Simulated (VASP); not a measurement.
Input of a VASP 6.6.1 run:

INCAR

```
SYSTEM = CuNi3
  PREC = Accurate
  ENCUT = 520
  EDIFF = 1E-6
  ISMEAR = -1
  SIGMA = 0.05
  LREAL = .False.
  LASPH = .True.
  NELM = 150
  ALGO = Fast
  ISIF = 2
  LWAVE = .False.
  LCHARG = .True.
  ISPIN = 2
  MAGMOM = 0.6 1 1 1
  LORBIT = 11
  LMAXMIX = 4
  GGA = PS
  LELF = .True.
  LVHAR = .True.
  NBANDS = 32
```

Contents of KPOINTS:

```
Automatic mesh
0
Gamma
  12 12 4
  0 0 0
```

The input POSCAR:

```
CuNi3
1.0
    1.3952120000     -1.9871540000      0.0000000000
    1.3952120000      1.9871540000      0.0000000000
    0.0000000000      0.0000000000      7.9348860000
Cu Ni
1 3
Direct
    0.0000000000      0.0000000000      0.0000000000
    0.5000000000      0.5000000000      0.2546860000
    0.0000000000      0.0000000000      0.5000000000
    0.5000000000      0.5000000000      0.7453140000
```

Potentials or basis: VASP PAW PBE potentials, release 64 (Cu, Ni).

Command:

```sh
$ cat potpaw_PBE.64/Cu/POTCAR potpaw_PBE.64/Ni/POTCAR > POTCAR
$ mpirun -np 1 vasp_std > vasp.out
```

(1) Estimate the site moments.

(2) Predict the pressure.

(3) Estimate the net moment.

(4) Estimate the largest force.

Answers

(1) Cu +0.01; Ni +0.39, +0.51 (each value once) μB.

(2) -6.0 GPa.

(3) 1.28 μB per cell.

(4) 0.024 eV/Å.

Caveat: the cell stands under tension; the PAW data sets were made with another functional, which shifts forces and pressure a little.
